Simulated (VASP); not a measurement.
SnO2, 6 atoms in the cell. The structure is hexagonal, space group P6_3/mmc (No. 194). Conventional cell: a = 3.231 Å, b = 3.231 Å, c = 10.791 Å, α = 90.00°, β = 90.00°, γ = 120.00°. Within 2.8 Å of Sn (site symmetry -3m) lie 6 O at 2.12 Å. Within 2.8 Å of O (site symmetry 3m) lie 3 Sn at 2.12 Å and 3 O at 2.76 Å. 

```yaml
Program: VASP 6.6.1
Task: single point
Functional: PBEsol
Potentials_or_basis: VASP PAW PBE potentials, release 64 (Sn_d, O)
Cutoff: 520 eV
k_mesh: 7 × 7 × 3
Occupations: fermi-dirac, width 0.05 eV
Spin: non-collinear spin, zero start, spin-orbit coupling
Starting_moments: "[[0.0, 0.0, 0.0], [0.0, 0.0, 0.0], [0.0, 0.0, 0.0], [0.0, 0.0, 0.0], [0.0, 0.0, 0.0], [0.0, 0.0, 0.0]] μB"
Dipole_correction: no
Further_INCAR_settings: ALGO = Normal; EDIFF = 1e-07; NBANDS = 68
```

Potentials or basis: VASP PAW PBE potentials, release 64 (Sn_d, O).

Run with:

```sh
$ cat potpaw_PBE.64/Sn_d/POTCAR potpaw_PBE.64/O/POTCAR > POTCAR
$ mpirun -np 1 vasp_ncl > vasp.out
```

Hardware: 1 thread of Intel(R) Xeon(R) Platinum 8488C (Sapphire Rapids) (shared host).

Task: Estimate the wall time of this run.

Result: Run time: 4 min on 1 thread of Intel(R) Xeon(R) Platinum 8488C (Sapphire Rapids) (shared host), peak memory 0.46 GiB. Counts: scf iterations 17, k points 16.
